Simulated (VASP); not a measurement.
## Ir: single point with BLYP

The system is Ir.

```
CELL_PARAMETERS angstrom
0.00000 2.04418 2.04418
2.04418 0.00000 2.04418
2.04418 2.04418 0.00000
ATOMIC_POSITIONS crystal
Ir 0.00000 0.00000 0.00000
```

```
Program             : VASP 6.6.1
Task                : single point
Functional          : BLYP
Potentials or basis : VASP PAW PBE potentials, release 64 (Ir)
Cutoff              : 520 eV
k mesh              : 22 × 22 × 22
Occupations         : fermi-dirac, width 0.05 eV
Spin                : collinear spin
Starting moments    : [1.0] μB
```

```json
{
  "Pressure": "-23.3 GPa",
  "Net moment": "0.00 μB per cell",
  "Valence electrons inside the program's atomic spheres": "Ir 7.94"
}
```

Levels at points of the mesh, in eV from the Fermi level:
Spin up:
```csv
k point,band 1,band 2,band 3,band 4,band 5,band 6,band 7,band 8,band 9
"(0.00, 0.00, 0.00)",-9.01,-2.89,-2.89,-2.89,-0.91,-0.91,14.90,19.25,19.25
"(0.50, 0.00, 0.00)",-6.21,-2.94,-2.94,0.09,0.63,0.63,5.60,14.44,18.24
"(0.50, 0.50, 0.00)",-5.88,-5.46,0.59,1.05,1.05,2.08,8.23,11.03,11.03
```
Spin down:
```tsv
k point	band 1	band 2	band 3	band 4	band 5	band 6	band 7	band 8
(0.00, 0.00, 0.00)	-9.01	-2.89	-2.89	-2.89	-0.91	-0.91	14.90	19.25
(0.50, 0.00, 0.00)	-6.21	-2.94	-2.94	0.09	0.63	0.63	5.60	14.44
(0.50, 0.50, 0.00)	-5.88	-5.46	0.59	1.05	1.05	2.08	8.23	11.03
```

It took 43 s on 1 thread of Intel(R) Xeon(R) 6975P-C (Granite Rapids), with other jobs on the host, peak memory 0.24 GiB.

Caveat: the cell stands under tension; the PAW data sets were made with another functional, which shifts forces and pressure a little; spin-orbit coupling is left out, which moves the levels of the heavy elements.
